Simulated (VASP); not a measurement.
# La2LuN3 (P4/mmm) in VASP: notebook, part 2 of 2

VASP 6.6.1. The steps go on from the part before.

## (3) Single point, PBE

This run uses another cell than the first one, of 20.80 Å³/atom, 1.036 times its volume.

Contents of INCAR:

```
SYSTEM = La2LuN3
  PREC = Accurate
  ENCUT = 520
  EDIFF = 1E-6
  ISMEAR = 0
  SIGMA = 0.1
  LREAL = .FALSE.
  LASPH = .TRUE.
  NELM = 80
  ALGO = Normal
  ISIF = 2
  LWAVE = .FALSE.
  LCHARG = .FALSE.
  GGA = PE
  NBANDS = 40
```

Contents of KPOINTS:

```
Automatic mesh
0
G
  4 4 4
  0 0 0
```

Contents of POSCAR:

```
La2LuN3
1.0
    3.5592696136      0.0000000000      0.0000000000
    0.0000000000      3.5592696136      0.0000000000
    0.0000000000      0.0000000000      9.8508261001
La Lu N
2 1 3
Direct
    0.5000000000      0.5000000000      0.2532605770
    0.5000000000      0.5000000000      0.7467394230
    0.0000000000      0.0000000000      0.0000000000
    0.0000000000      0.0000000000      0.7701518801
    0.0000000000      0.0000000000      0.2298481199
    0.5000000000      0.5000000000      0.0000000000
```

Potentials or basis: VASP PAW PBE potentials, release 64 (La, Lu, N).

The run is started by

```bash
cat potpaw_PBE.64/La/POTCAR potpaw_PBE.64/Lu/POTCAR potpaw_PBE.64/N/POTCAR > POTCAR
mpirun -np 1 vasp_std > vasp.out
```

OUTCAR:

```text
SYSTEM = La2LuN3
   PREC = Accurate
   ENCUT = 520
   EDIFF = 1E-6
   ISMEAR = 0
   LREAL = .FALSE.
   LASPH = .TRUE.
   NELM = 80
   ISIF = 2
   GGA = PE

 ion  position               nearest neighbor table
   1  0.500  0.500  0.253-   6 2.49   5 2.53   5 2.53   5 2.53   5 2.53   3 3.54   3 3.54   3 3.54
                             3 3.54
   2  0.500  0.500  0.747-   6 2.49   4 2.53   4 2.53   4 2.53   4 2.53   3 3.54   3 3.54   3 3.54
                             3 3.54
   3  0.000  0.000  0.000-   4 2.26   5 2.26   6 2.52   6 2.52   6 2.52   6 2.52   2 3.54   2 3.54
                             1 3.54   2 3.54   1 3.54   1 3.54   2 3.54   1 3.54
   4  0.000  0.000  0.770-   3 2.26   2 2.53   2 2.53   2 2.53   2 2.53
   5  0.000  0.000  0.230-   3 2.26   1 2.53   1 2.53   1 2.53   1 2.53
   6  0.500  0.500  0.000-   1 2.49   2 2.49   3 2.52   3 2.52   3 2.52   3 2.52

  LATTYP: Found a simple tetragonal cell.
 ALAT       =     3.5592696136
 C/A-ratio  =     2.7676538081

  Lattice vectors:

 A1 = (   3.5592696136,   0.0000000000,   0.0000000000)
 A2 = (   0.0000000000,   3.5592696136,   0.0000000000)
 A3 = (   0.0000000000,   0.0000000000,   9.8508261001)

Analysis of symmetry for initial positions (statically):
=====================================================================
 Subroutine PRICEL returns:
 Original cell was already a primitive cell.

 Routine SETGRP: Setting up the symmetry group for a
 simple tetragonal supercell.

 Subroutine GETGRP returns: Found 16 space group operations
 (whereof 16 operations were pure point group operations)
 out of a pool of 16 trial point group operations.

The static configuration has the point symmetry D_4h.

Analysis of symmetry for dynamics (positions and initial velocities):
=====================================================================
 Subroutine PRICEL returns:
 Original cell was already a primitive cell.

 Routine SETGRP: Setting up the symmetry group for a
 simple tetragonal supercell.

 Subroutine GETGRP returns: Found 16 space group operations
 (whereof 16 operations were pure point group operations)
 out of a pool of 16 trial point group operations.

The dynamic configuration has the point symmetry D_4h.

 Subroutine INISYM returns: Found 16 space group operations
 (whereof 16 operations are pure point group operations),
 and found     1 'primitive' translations

----------------------------------------------------------------------------------------

                                     Primitive cell

  volume of cell :     124.7942

  direct lattice vectors                    reciprocal lattice vectors
     3.559269614  0.000000000  0.000000000     0.280956519  0.000000000  0.000000000
     0.000000000  3.559269614  0.000000000     0.000000000  0.280956519  0.000000000
     0.000000000  0.000000000  9.850826100     0.000000000  0.000000000  0.101514329

  length of vectors
     3.559269614  3.559269614  9.850826100     0.280956519  0.280956519  0.101514329

  position of ions in fractional coordinates (direct lattice)
     0.500000000  0.500000000  0.253260577
     0.500000000  0.500000000  0.746739423
     0.000000000  0.000000000  0.000000000
     0.000000000  0.000000000  0.770151880
     0.000000000  0.000000000  0.229848120
     0.500000000  0.500000000  0.000000000

[... 39 lines left out ...]
  0.500000  0.000000  0.000000      2.000000
  0.250000  0.250000  0.000000      4.000000
  0.500000  0.250000  0.000000      4.000000
  0.500000  0.500000  0.000000      1.000000
[... 10 lines left out ...]
  0.500000  0.250000  0.500000      4.000000
  0.500000  0.500000  0.500000      1.000000
   k-points           NKPTS =     18   k-points in BZ     NKDIM =     18   number of bands    NBANDS=     40
   number of dos      NEDOS =    301   number of ions     NIONS =      6
   total plane-waves  NPLWV =  62720
   dimension x,y,z NGX =    28 NGY =   28 NGZ =   80
   dimension x,y,z NGXF=    56 NGYF=   56 NGZF=  160
   ions per type =               2   1   3
   NGX,Y,Z   is equivalent  to a cutoff of  13.08, 13.08, 13.50 a.u.
   NGXF,Y,Z  is equivalent  to a cutoff of  26.16, 26.16, 27.00 a.u.
 SYSTEM =  La2LuN3
   PREC   = accura    normal or accurate (medium, high low for compatibility)
   ISTART =      0    job   : 0-new  1-cont  2-samecut
   ICHARG =      2    charge: 1-file 2-atom 10-const
   ISPIN  =      1    spin polarized calculation?
   LNONCOLLINEAR =      F non collinear calculations
   LSORBIT =      F    spin-orbit coupling
   LASPH  =      T    aspherical Exc in radial PAW
   ENCUT  =  520.0 eV  38.22 Ry    6.18 a.u.   6.62  6.62 18.32*2*pi/ulx,y,z
   NELM   =     80;   NELMIN=  2; NELMDL= -5     # of ELM steps
   EDIFF  = 0.1E-05   stopping-criterion for ELM
   LREAL  =      F    real-space projection
   EDIFFG = 0.1E-04   stopping-criterion for IOM
   NSW    =      0    number of steps for IOM
   IBRION =     -1    ionic relax: 0-MD 1-quasi-New 2-CG
   NFREE  =      0    steps in history (QN), initial steepest desc. (CG)
   ISIF   =      2    stress and relaxation
   ISYM   =      2    0-nonsym 1-usesym 2-fastsym
   POTIM  = 0.5000    time-step for ionic-motion
   TEBEG  =    0.0;   TEEND  =   0.0 temperature during run
   PSTRESS=    0.0 pullay stress
   NELECT =      62.0000    total number of electrons
   NUPDOWN=      -1.0000    fix difference up-down
   EMIN   =  10.00;   EMAX   =-10.00  energy-range for DOS
   EFERMI =   0.00;   METHOD = LEGACY
   ISMEAR =     0;   SIGMA  =   0.10  broadening in eV -4-tet -1-fermi 0-gaus
   EFERMI_NEDOS =   21; number of points for ismear=-14 and -15
   IALGO  =     38    algorithm
   IMIX   =      4    mixing-type and parameters
     AMIX     =   0.40;   BMIX     =  1.00
     AMIX_MAG =   1.60;   BMIX_MAG =  1.00
  volume/ion in A,a.u.               =      20.80       140.36
  Fermi-wavevector in a.u.,A,eV,Ry     =   1.296604  2.450226 22.873858  1.681181
  Thomas-Fermi vector in A             =   2.428049
   LORBIT       =      0    0 simple, 1 ext, 2 COOP (PROOUT), +10 PAW based schemes
   GGA     = PE    functional components
   LHFCALC =     F    Hartree Fock is set to
   AEXX    =    0.0000 exact exchange contribution
   IVDW    =     0    specifies the selected vdW correction
   LEPSILON=     F    determine dielectric tensor
   LRPA    =     F    only Hartree local field effects (RPA)
 non-spin polarized calculation
 Gauss-broadening in eV      SIGMA  =   0.10
  energy-cutoff  :      520.00
  volume of cell :      124.79
 maximum number of plane-waves:      3388
 NGX is ok and might be reduce to    28
   NGX = 13   NGY = 13   NGZ = 37

 number of electron      62.0000011 magnetization

 Free energy of the ion-electron system (eV)
  ---------------------------------------------------
  ext. energy  EPLUGINS =         0.00000000
  ---------------------------------------------------
  free energy    TOTEN  =       -47.20968202 eV

  energy without entropy =      -47.20056307  energy(sigma->0) =      -47.20512254

 E-fermi :   5.3453     XC(G=0):  -9.6694

 val. band max:        5.3058982821   @ k =   0.5000   0.5000   0.5000
 cond. band min:       5.3721422936   @ k =   0.0000   0.0000   0.0000
 fundamental gap:      0.0662440116
 Fermi energy:         5.3452684890

 k-point     1 :       0.0000    0.0000    0.0000
  band No.  band energies     occupation
      1     -49.3326      2.00000
      2     -26.1333      2.00000
      3     -26.1329      2.00000
      4     -20.1065      2.00000
      5     -19.9990      2.00000
      6     -19.9990      2.00000
[... 763 lines left out ...]
     39       8.9419      0.00000
     40       8.9665      0.00000

------------------------ aborting loop because EDIFF is reached ----------------------------------------

  FORCE on cell =-STRESS in cart. coord.  units (eV):
  Direction    XX          YY          ZZ          XY          YZ          ZX
  --------------------------------------------------------------------------------------
  -------------------------------------------------------------------------------------
  Total       -0.1490425     -0.1490425      0.3391903      0.0000000      0.0000000     -0.0000000
  in kB       -1.9134902     -1.9134902      4.3547131      0.0000000      0.0000000     -0.0000000
  external PRESSURE =       0.1759109 kB  Pullay stress =       0.0000000 kB

 VOLUME and BASIS-vectors are now :
 -----------------------------------------------------------------------------
  energy-cutoff  :      520.00
  volume of cell :      124.79
      direct lattice vectors                 reciprocal lattice vectors
     3.559269614  0.000000000  0.000000000     0.280956519  0.000000000  0.000000000
     0.000000000  3.559269614  0.000000000     0.000000000  0.280956519  0.000000000
     0.000000000  0.000000000  9.850826100     0.000000000  0.000000000  0.101514329

 POSITION                                       TOTAL-FORCE (eV/Angst)
 -----------------------------------------------------------------------------------
      1.77963      1.77963      2.49483         0.000000      0.000000     -0.019690
      1.77963      1.77963      7.35600        -0.000000     -0.000000      0.019690
      0.00000      0.00000      0.00000         0.000000     -0.000000     -0.000000
      0.00000      0.00000      7.58663         0.000000      0.000000     -0.060034
      0.00000      0.00000      2.26419         0.000000     -0.000000      0.060034
      1.77963      1.77963      0.00000         0.000000     -0.000000     -0.000000
 -----------------------------------------------------------------------------------
    total drift:                               -0.000000      0.000000     -0.000000

  FREE ENERGIE OF THE ION-ELECTRON SYSTEM (eV)
  ---------------------------------------------------
  free  energy   TOTEN  =       -47.2096820204 eV

  energy  without entropy=      -47.2005630695  energy(sigma->0) =      -47.20512254
```

It took 92 s on 1 thread of AMD EPYC 9R45 (Zen 5), shared host; peak memory 0.27 GiB.

Results:

```
Free energy            : -47.2097 eV
Pressure               : 0.0 GPa
Largest force          : 0.060 eV/Å
Band gap on the k mesh : zero (band 31 reaches 5.31 eV, above the bottom of band 32 at 5.21 eV)
```

Forces in eV/Å, atoms in the order of the input:
```
La   0.000  0.000 -0.020
La   0.000  0.000  0.020
Lu   0.000  0.000  0.000
N    0.000  0.000 -0.060
N    0.000  0.000  0.060
N    0.000  0.000  0.000
```

Caveat: the k points lie up to 0.44 Å⁻¹ apart; spin-orbit coupling is left out, which moves the levels of the heavy elements.

## (4) Single point, PBE

This run uses another cell than the first one, of 20.80 Å³/atom, 1.036 times its volume.

Contents of INCAR:

```
SYSTEM = La2LuN3
PREC     = Accurate       ! precision mode
ENCUT    = 520            ! plane-wave cutoff, eV
EDIFF    = 1E-6           ! SCF threshold, eV
ISMEAR   = 0              ! smearing method
SIGMA    = 0.1            ! smearing width, eV
LREAL    = .FALSE.        ! projectors in reciprocal space
LASPH    = .TRUE.         ! aspherical terms in the spheres
NELM     = 80             ! most SCF steps
ALGO     = Normal         ! electronic algorithm
ISIF     = 2              ! what is computed and relaxed
LWAVE    = .FALSE.        ! write WAVECAR
LCHARG   = .FALSE.        ! write CHGCAR
GGA      = PE             ! functional
NBANDS   = 40             ! bands
```

Contents of KPOINTS:

```
regular mesh
0
G
  6 6 2
  0 0 0
```

POSCAR is that of step 3.

Potentials or basis: VASP PAW PBE potentials, release 64 (La, Lu, N).

The run is started by

```bash
cat potpaw_PBE.64/La/POTCAR potpaw_PBE.64/Lu/POTCAR potpaw_PBE.64/N/POTCAR > POTCAR
mpirun -np 1 vasp_std > vasp.out
```

OUTCAR:

```text
SYSTEM = La2LuN3
   PREC = Accurate
   ENCUT = 520
   EDIFF = 1E-6
   ISMEAR = 0
   LREAL = .FALSE.
   LASPH = .TRUE.
   NELM = 80
   ISIF = 2
   GGA = PE

 ion  position               nearest neighbor table
   1  0.500  0.500  0.253-   6 2.49   5 2.53   5 2.53   5 2.53   5 2.53   3 3.54   3 3.54   3 3.54
                             3 3.54
   2  0.500  0.500  0.747-   6 2.49   4 2.53   4 2.53   4 2.53   4 2.53   3 3.54   3 3.54   3 3.54
                             3 3.54
   3  0.000  0.000  0.000-   4 2.26   5 2.26   6 2.52   6 2.52   6 2.52   6 2.52   2 3.54   2 3.54
                             1 3.54   2 3.54   1 3.54   1 3.54   2 3.54   1 3.54
   4  0.000  0.000  0.770-   3 2.26   2 2.53   2 2.53   2 2.53   2 2.53
   5  0.000  0.000  0.230-   3 2.26   1 2.53   1 2.53   1 2.53   1 2.53
   6  0.500  0.500  0.000-   1 2.49   2 2.49   3 2.52   3 2.52   3 2.52   3 2.52

  LATTYP: Found a simple tetragonal cell.
 ALAT       =     3.5592696136
 C/A-ratio  =     2.7676538081

  Lattice vectors:

 A1 = (   3.5592696136,   0.0000000000,   0.0000000000)
 A2 = (   0.0000000000,   3.5592696136,   0.0000000000)
 A3 = (   0.0000000000,   0.0000000000,   9.8508261001)

Analysis of symmetry for initial positions (statically):
[... 182 lines left out ...]
 Fermi energy:         5.3452001205

 k-point     1 :       0.0000    0.0000    0.0000
  band No.  band energies     occupation
      1     -49.3117      2.00000
      2     -26.1220      2.00000
      3     -26.1215      2.00000
      4     -20.0848      2.00000
      5     -19.9793      2.00000
      6     -19.9793      2.00000
[... 849 lines left out ...]
     39       8.9534      0.00000
     40       8.9601      0.00000

------------------------ aborting loop because EDIFF is reached ----------------------------------------

  FORCE on cell =-STRESS in cart. coord.  units (eV):
  Direction    XX          YY          ZZ          XY          YZ          ZX
  --------------------------------------------------------------------------------------
  -------------------------------------------------------------------------------------
  Total       -0.0783939     -0.0783939      0.4681571      0.0000000      0.0000000      0.0000000
  in kB       -1.0064643     -1.0064643      6.0104609      0.0000000      0.0000000      0.0000000
  external PRESSURE =       1.3325108 kB  Pullay stress =       0.0000000 kB

 VOLUME and BASIS-vectors are now :
 -----------------------------------------------------------------------------
  energy-cutoff  :      520.00
  volume of cell :      124.79
      direct lattice vectors                 reciprocal lattice vectors
     3.559269614  0.000000000  0.000000000     0.280956519  0.000000000  0.000000000
     0.000000000  3.559269614  0.000000000     0.000000000  0.280956519  0.000000000
     0.000000000  0.000000000  9.850826100     0.000000000  0.000000000  0.101514329

 POSITION                                       TOTAL-FORCE (eV/Angst)
 -----------------------------------------------------------------------------------
      1.77963      1.77963      2.49483         0.000000      0.000000     -0.040029
      1.77963      1.77963      7.35600        -0.000000      0.000000      0.040029
      0.00000      0.00000      0.00000        -0.000000     -0.000000      0.000000
      0.00000      0.00000      7.58663        -0.000000     -0.000000     -0.078326
      0.00000      0.00000      2.26419        -0.000000     -0.000000      0.078326
      1.77963      1.77963      0.00000        -0.000000     -0.000000      0.000000
 -----------------------------------------------------------------------------------
    total drift:                               -0.000000      0.000000     -0.000000

  FREE ENERGIE OF THE ION-ELECTRON SYSTEM (eV)
  ---------------------------------------------------
  free  energy   TOTEN  =       -47.2158915845 eV

  energy  without entropy=      -47.2111982722  energy(sigma->0) =      -47.21354493
```

OSZICAR:

```text
N       E                     dE             d eps       ncg     rms          rms(c)
DAV:   1     0.684802499050E+03    0.68480E+03   -0.23006E+04  2008   0.372E+03
DAV:   2     0.135932726763E+03   -0.54887E+03   -0.50345E+03  2000   0.511E+02
DAV:   3    -0.299970400016E+02   -0.16593E+03   -0.15952E+03  2440   0.255E+02
[... 10 lines left out ...]
DAV:  14    -0.472157923131E+02   -0.13582E-03   -0.14945E-03  2560   0.151E-01    0.358E-02
DAV:  15    -0.472158578596E+02   -0.65547E-04   -0.21334E-04  2640   0.964E-02    0.194E-02
DAV:  16    -0.472158883256E+02   -0.30466E-04   -0.10061E-04  2456   0.616E-02    0.113E-02
DAV:  17    -0.472158904258E+02   -0.21003E-05   -0.48323E-05  2512   0.347E-02    0.475E-03
DAV:  18    -0.472158919753E+02   -0.15495E-05   -0.26009E-05  2680   0.236E-02    0.508E-03
DAV:  19    -0.472158915845E+02    0.39078E-06   -0.35506E-06  1744   0.119E-02
   1 F= -.47215892E+02 E0= -.47213545E+02  d E =-.469331E-02
```

stdout:

```text
POSCAR found type information on POSCAR LaLuN
 POSCAR found :  3 types and       6 ions
 scaLAPACK will be used
 LDA part: xc-table for (Slater+PW92), standard interpolation
 POSCAR, INCAR and KPOINTS ok, starting setup
 FFT: planning ... GRIDC
 FFT: planning ... GRID_SOFT
 FFT: planning ... GRID
 WAVECAR not read
 entering main loop
```

Run time: 1.7 min. Hardware: 1 thread of AMD EPYC 9R45 (Zen 5), shared host; peak memory 0.28 GiB.

What came out:

* Free energy: -47.2159 eV
* Pressure: 0.1 GPa
* Largest force: 0.078 eV/Å
* Band gap on the k mesh: zero (band 31 reaches 5.33 eV, above the bottom of band 32 at 5.22 eV)

Forces on the atoms (eV/Å):
```
La   0.000  0.000 -0.040
La   0.000  0.000  0.040
Lu   0.000  0.000  0.000
N    0.000  0.000 -0.078
N    0.000  0.000  0.078
N    0.000  0.000  0.000
```

Caveat: spin-orbit coupling is left out, which moves the levels of the heavy elements.

## (5) The runs side by side

| cell | k mesh | gap on the mesh (eV) | pressure (GPa) | largest force (eV/Å) |
| --- | --- | --- | --- | --- |
| a = 4.490, b = 4.490, c = 5.972 Å, 6 atoms | 4 × 4 × 4 | none | 46.1 | 9.97 |
| a = 3.559, b = 3.559, c = 9.851 Å, 6 atoms | 4 × 4 × 4 | none | 0.0 | 0.06 |
| a = 3.559, b = 3.559, c = 9.851 Å, 6 atoms | 6 × 6 × 2 | none | 0.1 | 0.08 |

Alike in all rows: task single point; level PBE; potentials or basis VASP PAW PBE potentials, release 64 (La, Lu, N); no spin polarisation; cutoff (eV) 520; smearing gaussian 0.1 eV.

Caveats: some runs use coarse meshes; spin-orbit coupling is left out, which moves the levels of the heavy elements; forces of over 1 eV/Å act on the atoms, so gaps and moduli don't describe the material at rest (some runs).

Absolute energies hang on the potentials; compare differences alone.
